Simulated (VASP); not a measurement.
# Cu (Cmcm) in VASP: a series of runs, part 2 of 2

VASP 6.6.1. Earlier steps stand in the parts before.

## Step 3: Single point, LDA (mode 1 frozen in at +0.000 Å and mode 5 at -0.145 Å (largest displacements))

File INCAR:

```
SYSTEM = Cu
ALGO = Fast ; EDIFF = 1E-7
ENCUT = 520 ; GGA = CA
ISIF = 2 ; ISMEAR = 0
LASPH = .TRUE. ; LCHARG = .TRUE.
LELF = .TRUE. ; LREAL = .FALSE.
LVHAR = .TRUE. ; LWAVE = .FALSE.
NBANDS = 18 ; NELM = 100
PREC = Accurate ; SIGMA = 0.15
```

File KPOINTS:

```
k-points
0
G
  20 20 12
  0 0 0
```

File POSCAR:

```
Cu
1.0
   -1.4273957350      1.4273957350      1.3410790631
    1.4273957350     -1.4273957350      1.3410790631
    2.8547914700      2.8547914700      0.0000000000
Cu
2
Direct
   -0.0540609439     -0.0540609439      0.0000000000
    0.5540609439      0.5540609439      0.5000000000
```

Potentials or basis: VASP PAW LDA potentials, release 64 (Cu).

On the command line:

```bash
$ cat potpaw_LDA.64/Cu/POTCAR > POTCAR
$ mpirun -np 1 vasp_std > vasp.out
```

OUTCAR:

```text
SYSTEM = Cu
   EDIFF = 1E-7
   ENCUT = 520
   GGA = CA
   ISIF = 2
   ISMEAR = 0
   LASPH = .TRUE.
   LREAL = .FALSE.
   NELM = 100
   PREC = Accurate

 ion  position               nearest neighbor table
   1  0.946  0.946  0.000-   2 2.28   2 2.28   2 2.60   2 2.60
   2  0.554  0.554  0.500-   1 2.28   1 2.28   1 2.60   1 2.60

  LATTYP: Found a base centered orthorhombic cell.
 ALAT       =     2.6821581262
 B/A-ratio  =     1.5052374337
 C/A-ratio  =     1.5052374337

  Lattice vectors:

 A1 = (  -1.4273957350,   1.4273957350,   1.3410790631)
 A2 = (   1.4273957350,  -1.4273957350,   1.3410790631)
 A3 = (   2.8547914700,   2.8547914700,   0.0000000000)

Analysis of symmetry for initial positions (statically):
=====================================================================
 Subroutine PRICEL returns:
 Original cell was already a primitive cell.

 Routine SETGRP: Setting up the symmetry group for a
 base centered orthorhombic supercell.

 Subroutine GETGRP returns: Found  8 space group operations
 (whereof  4 operations were pure point group operations)
 out of a pool of  8 trial point group operations.

The static configuration has the point symmetry C_2v.
 The point group associated with its full space group is D_2h.

Analysis of symmetry for dynamics (positions and initial velocities):
=====================================================================
 Subroutine PRICEL returns:
 Original cell was already a primitive cell.

 Routine SETGRP: Setting up the symmetry group for a
 base centered orthorhombic supercell.

 Subroutine GETGRP returns: Found  8 space group operations
 (whereof  4 operations were pure point group operations)
 out of a pool of  8 trial point group operations.

The dynamic configuration has the point symmetry C_2v.
 The point group associated with its full space group is D_2h.

 Subroutine INISYM returns: Found  8 space group operations
 (whereof  4 operations are pure point group operations),
 and found     1 'primitive' translations
[... 108 lines left out ...]
   EMIN   =  10.00;   EMAX   =-10.00  energy-range for DOS
   EFERMI =   0.00;   METHOD = LEGACY
   ISMEAR =     0;   SIGMA  =   0.15  broadening in eV -4-tet -1-fermi 0-gaus
   EFERMI_NEDOS =   21; number of points for ismear=-14 and -15
   IALGO  =     68    algorithm
   IMIX   =      4    mixing-type and parameters
     AMIX     =   0.40;   BMIX     =  1.00
     AMIX_MAG =   1.60;   BMIX_MAG =  1.00
  volume/ion in A,a.u.               =      10.93        73.76
  Fermi-wavevector in a.u.,A,eV,Ry     =   1.640607  3.100298 36.621342  2.691593
  Thomas-Fermi vector in A             =   2.731217
   LORBIT       =      0    0 simple, 1 ext, 2 COOP (PROOUT), +10 PAW based schemes
   GGA     = CA    functional components
   LHFCALC =     F    Hartree Fock is set to
   AEXX    =    0.0000 exact exchange contribution
   IVDW    =     0    specifies the selected vdW correction
   LEPSILON=     F    determine dielectric tensor
   LRPA    =     F    only Hartree local field effects (RPA)
 non-spin polarized calculation
 RMM-DIIS sequential band-by-band and
 Gauss-broadening in eV      SIGMA  =   0.15
  energy-cutoff  :      520.00
  volume of cell :       21.86
 maximum number of plane-waves:       607
 NGX is ok and might be reduce to    18
   NGX =  9   NGY =  9   NGZ = 15

 number of electron      22.0000007 magnetization

 Free energy of the ion-electron system (eV)
  ---------------------------------------------------
  ext. energy  EPLUGINS =         0.00000000
  ---------------------------------------------------
  free energy    TOTEN  =        -9.19211487 eV

  energy without entropy =       -9.18448664  energy(sigma->0) =       -9.18830076

 E-fermi :   8.3478     XC(G=0): -13.5532

 val. band max:        8.3440199080   @ k =  -0.4500   0.4500   0.2500
 cond. band min:       8.3504164810   @ k =  -0.2500   0.0500   0.2500
 fundamental gap:      0.0063965730
 Fermi energy:         8.3477853668

 k-point     1 :       0.0000    0.0000    0.0000
  band No.  band energies     occupation
      1      -1.5861      2.00000
      2       2.8766      2.00000
      3       4.4450      2.00000
      4       4.6158      2.00000
      5       4.9755      2.00000
      6       5.1651      2.00000
[... 481 lines left out ...]
      5       4.4609      2.00000
      6       4.7129      2.00000
[... 10 lines left out ...]
     17      25.8618      0.00000
     18      28.5450      0.00000

 [... further k-points ...]
[... 5 lines left out ...]
  --------------------------------------------------------------------------------------
  -------------------------------------------------------------------------------------
  Total        0.7758951      0.7758951      0.1143833      0.6557923      0.0000000     -0.0000000
  in kB       56.8696363     56.8696363      8.3837826     48.0666340      0.0000000     -0.0000000
  external PRESSURE =      40.7076851 kB  Pullay stress =       0.0000000 kB

 VOLUME and BASIS-vectors are now :
 -----------------------------------------------------------------------------
  energy-cutoff  :      520.00
  volume of cell :       21.86
      direct lattice vectors                 reciprocal lattice vectors
    -1.427395735  1.427395735  1.341079063    -0.175144141  0.175144141  0.372834096
     1.427395735 -1.427395735  1.341079063     0.175144141 -0.175144141  0.372834096
     2.854791470  2.854791470  0.000000000     0.175144141  0.175144141  0.000000000

 POSITION                                       TOTAL-FORCE (eV/Angst)
 -----------------------------------------------------------------------------------
      0.00000      0.00000      2.53716        -0.000000     -0.000000      0.991036
      1.42740      1.42740      1.48608         0.000000      0.000000     -0.991036
 -----------------------------------------------------------------------------------
    total drift:                                0.000000      0.000000      0.000000

  FREE ENERGIE OF THE ION-ELECTRON SYSTEM (eV)
  ---------------------------------------------------
  free  energy   TOTEN  =        -9.1921148685 eV

  energy  without entropy=       -9.1844866424  energy(sigma->0) =       -9.18830076
```

stdout:

```text
POSCAR found type information on POSCAR Cu
 POSCAR found :  1 types and       2 ions
 scaLAPACK will be used
 LDA part: xc-table for (Slater(with rela. corr.)+CA(PZ))
 , standard interpolation
 POSCAR, INCAR and KPOINTS ok, starting setup
 FFT: planning ... GRIDC
 FFT: planning ... GRID_SOFT
 FFT: planning ... GRID
 WAVECAR not read
 entering main loop
WARNING in EDDRMM: call to ZHEGV failed, returncode =   6  3     17
WARNING in EDDRMM: call to ZHEGV failed, returncode =   6  3     17
WARNING in EDDRMM: call to ZHEGV failed, returncode =   8  4     14
WARNING in EDDRMM: call to ZHEGV failed, returncode =   8  4     15
WARNING in EDDRMM: call to ZHEGV failed, returncode =   8  4     16
WARNING in EDDRMM: call to ZHEGV failed, returncode =   8  4     18
WARNING in EDDRMM: call to ZHEGV failed, returncode =   6  3     16
WARNING in EDDRMM: call to ZHEGV failed, returncode =   6  3     18
WARNING in EDDRMM: call to ZHEGV failed, returncode =   6  3     17
WARNING in EDDRMM: call to ZHEGV failed, returncode =   6  3     17
WARNING in EDDRMM: call to ZHEGV failed, returncode =   6  3     17
WARNING in EDDRMM: call to ZHEGV failed, returncode =   6  3     18
 num prob WARNING in EDDRMM: call to ZHEGV failed, returncode =   8  4     16
WARNING in EDDRMM: call to ZHEGV failed, returncode =   6  3     15
 num prob  num prob  num prob WARNING in EDDRMM: call to ZHEGV failed, returncode =   6  3     17
 num prob  num prob  num prob  num prob  num prob  num prob  num prob  num prob  num prob  num prob  num prob  num prob  num prob WARNING in EDDRMM: call to ZHEGV failed, returncode =   8  4     16
```

Run time: 3.1 min. Hardware: 1 thread of Intel Xeon Platinum 8488C (Sapphire Rapids), shared host; peak memory 0.33 GiB.

What came out:

| Property | Result |
| --- | --- |
| Free energy | -9.1921 eV |
| Pressure | 4.1 GPa |
| Largest force | 0.991 eV/Å |
| Band gap on the k mesh | zero (band 11 reaches 12.96 eV, above the bottom of band 12 at 6.20 eV) |

Forces in eV/Å, atoms in the order of the input:
```
Cu   0.000  0.000  0.991
Cu   0.000  0.000 -0.991
```

Levels at points of the mesh, in eV from the Fermi level:
| k point | band 9 | band 10 | band 11 | band 12 | band 13 | band 14 |
| --- | --- | --- | --- | --- | --- | --- |
| (0.00, 0.00, 0.00) | -2.32 | -2.04 | -1.64 | -1.06 | 4.34 | 19.66 |
| (0.50, 0.00, 0.00) | -1.93 | -1.79 | 0.02 | 1.06 | 8.25 | 8.66 |
| (0.50, 0.50, 0.00) | -1.52 | -1.47 | -1.08 | 4.31 | 7.70 | 7.71 |
| (0.00, 0.00, 0.50) | -2.17 | -2.17 | -2.15 | -2.15 | 13.41 | 13.41 |
| (0.50, 0.00, 0.50) | -1.58 | -1.58 | -0.27 | -0.27 | 4.85 | 4.85 |
| (0.50, 0.50, 0.50) | -1.55 | -1.55 | 3.02 | 3.02 | 5.08 | 5.08 |

Caveat: the cell differs from its parent crystal (mode 1 frozen in at +0.000 Å and mode 5 at -0.145 Å (largest displacements)).
